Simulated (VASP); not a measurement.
A run of VASP 6.6.1 is set up as follows.

POSCAR

```
CO2
1.0
   -1.9747270000      1.9747270000      3.0140580000
    1.9747270000     -1.9747270000      3.0140580000
    1.9747270000      1.9747270000     -3.0140580000
C O
2 4
Direct
    0.7500000000      0.2500000000      0.5000000000
    0.0000000000      0.0000000000      0.0000000000
    0.7097980000      0.1250000000      0.0847980000
    0.0402020000      0.6250000000      0.9152020000
    0.3750000000      0.2902020000      0.4152020000
    0.8750000000      0.9597980000      0.5847980000
```

File INCAR.step1:

```
SYSTEM = CO2
ALGO     = Normal         ! electronic algorithm
EDIFF    = 1E-4           ! SCF threshold, eV
ENCUT    = 600            ! plane-wave cutoff, eV
GGA      = PE             ! functional
ISMEAR   = 0              ! smearing method
LASPH    = .TRUE.         ! aspherical terms in the spheres
LCHARG   = .FALSE.        ! write CHGCAR
LREAL    = .FALSE.        ! projectors in reciprocal space
LWAVE    = .TRUE.         ! write WAVECAR
NELM     = 60             ! most SCF steps
PREC     = Accurate       ! precision mode
SIGMA    = 0.02           ! smearing width, eV
```

File INCAR.step2:

```
SYSTEM = CO2
ALGO     = Normal         ! electronic algorithm
EDIFF    = 1E-6           ! SCF threshold, eV
EDIFFG   = -0.005         ! ionic threshold
ENCUT    = 600            ! plane-wave cutoff, eV
IBRION   = 2              ! ionic algorithm
ISIF     = 3              ! what is computed and relaxed
ISMEAR   = 0              ! smearing method
ISTART   = 1            
LASPH    = .TRUE.         ! aspherical terms in the spheres
LCHARG   = .FALSE.        ! write CHGCAR
LMIXTAU  = .TRUE.       
LREAL    = .FALSE.        ! projectors in reciprocal space
LWAVE    = .FALSE.        ! write WAVECAR
METAGGA  = R2SCAN         ! meta-GGA
NELM     = 60             ! most SCF steps
NSW      = 100            ! ionic steps
PREC     = Accurate       ! precision mode
SIGMA    = 0.02           ! smearing width, eV
```

File KPOINTS:

```
k-points
0
G
  8 8 8
  0 0 0
```

Potentials or basis: VASP PAW PBE potentials, release 64 (C, O).

Run with:

```sh
$ cat potpaw_PBE.64/C/POTCAR potpaw_PBE.64/O/POTCAR > POTCAR
$ cp INCAR.step1 INCAR
$ mpirun -np 1 vasp_std > vasp.out
$ cp INCAR.step2 INCAR
$ mpirun -np 1 vasp_std > vasp.out
```

Q: What does it give for the band gap on the k mesh?

A: 8.45 eV (least direct gap 8.84 eV).

Q: Predict the space group after relaxing (to 0.1 Å).

A: I-42d (No. 122).

Forces in eV/Å, atoms in the order of the input:
```
C    0.000  0.000  0.000
C    0.000  0.000  0.000
O    0.000  0.004  0.000
O    0.000 -0.004  0.000
O   -0.004  0.000  0.000
O    0.004  0.000  0.000
```

Caveat: the PAW data sets were made with another functional, which shifts forces and pressure a little. A k mesh can miss the band edges.
